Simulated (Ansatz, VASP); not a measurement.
# Two plane-wave programs on Ca

Contents of INCAR:

```
ALGO = Fast ; EDIFF = 1E-6
ENCUT = 520 ; GGA = CA
ISIF = 2 ; ISMEAR = 0
LASPH = True ; LCHARG = False
LREAL = False ; LWAVE = False
NBANDS = 11 ; NELM = 80
PREC = Accurate ; SIGMA = 0.15
```

File KPOINTS:

```
k-points
0
Gamma
  14 14 14
```

Contents of POSCAR:

```
Ca
1.0
    3.6718107978      0.0000000000      0.0000000000
    0.0000000000      3.4886563400      0.0000000000
    0.0000000000      0.0000000000      3.4886563400
Ca
1
Direct
    0.0000000000      0.0000000000      0.0000000000
```

Input for Ansatz:

```yaml
crystal:
  lattice:
    - [3.6718107978, 0.0, 0.0]
    - [0.0, 3.48865634, 0.0]
    - [0.0, 0.0, 3.48865634]
  atoms:
    - { symbol: Ca, position: [0.0, 0.0, 0.0] }
basis:
  ecutwfc: 420
kpoints:
  mp_grid: { grid: [14, 14, 14] }
hamiltonian:
  xc: lda
scf:
  occupations: { method: gaussian, width: 0.15 }
output:
  forces: true
  stress: true
  eigenvalues: true
```

Change from the starting cell: strain +0.0525 x Voigt [1, 0, 0, 0, 0, 0], atoms carried along.

Alike in both runs: task single point; functional LDA; k mesh 14 × 14 × 14; occupations gaussian, width 0.15 eV; no spin polarisation.

|  | VASP | Ansatz |
| --- | --- | --- |
| version | VASP 6.6.1 | Ansatz 0.2.0 |
| potentials or method | VASP PAW LDA potentials, release 64 (Ca_sv), cutoff 520 eV | scalar-relativistic, plane waves, PAW |
| valence electrons in the cell | 10 | 10 |

Ansatz gave:

```
gap on the k mesh at the Fermi level (eV)                     : none
pressure (GPa)                                                : -1.5
traceless stress, the component that is largest in VASP (GPa) : -1.33
```

Problem. Which values does VASP return?

Solution. gap on the k mesh at the Fermi level (eV): none; pressure (GPa): -1.6; traceless stress, the component that is largest in VASP (GPa): -1.33.

LDA's correlation is that of Perdew and Zunger in VASP and of Perdew and Wang (1992) in Ansatz. A gap of «none» marks a metal or a gap that the smearing closes.
